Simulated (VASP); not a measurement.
Here is a VASP 6.6.1 calculation.

INCAR

```
ALGO = Normal ; EDIFF = 1E-6
ENCUT = 520 ; GGA = PE
ISIF = 2 ; ISMEAR = 0
LASPH = T ; LCHARG = T
LELF = T ; LREAL = F
LVHAR = T ; LWAVE = F
NBANDS = 29 ; NELM = 80
PREC = Accurate ; SIGMA = 0.1
```

The input KPOINTS:

```
k-points
0
Gamma
  4 4 4
```

Contents of POSCAR:

```
Ti3Se
1.0
    3.9906267348      0.0000000000      0.0000000000
    0.0000000000      3.9906267348      0.0000000000
    0.0000000000      0.0000000000      3.9906267348
Ti Se
3 1
Direct
    0.0000000000      0.5000000000      0.5000000000
    0.5000000000      0.0000000000      0.5000000000
    0.5000000000      0.5000000000      0.0000000000
    0.0000000000      0.0000000000      0.0000000000
```

Potentials or basis: VASP PAW PBE potentials, release 64 (Ti_sv, Se).

Run with:

```bash
$ cat potpaw_PBE.64/Ti_sv/POTCAR potpaw_PBE.64/Se/POTCAR > POTCAR
$ mpirun -np 1 vasp_std > vasp.out
```

Task: Predict the pressure.

Result: -0.1 GPa.

Task: Predict the band gap on the k mesh.

Result: Zero (band 21 reaches 10.09 eV, above the bottom of band 22 at 8.03 eV).

Caveat: the k points lie up to 0.39 Å⁻¹ apart.
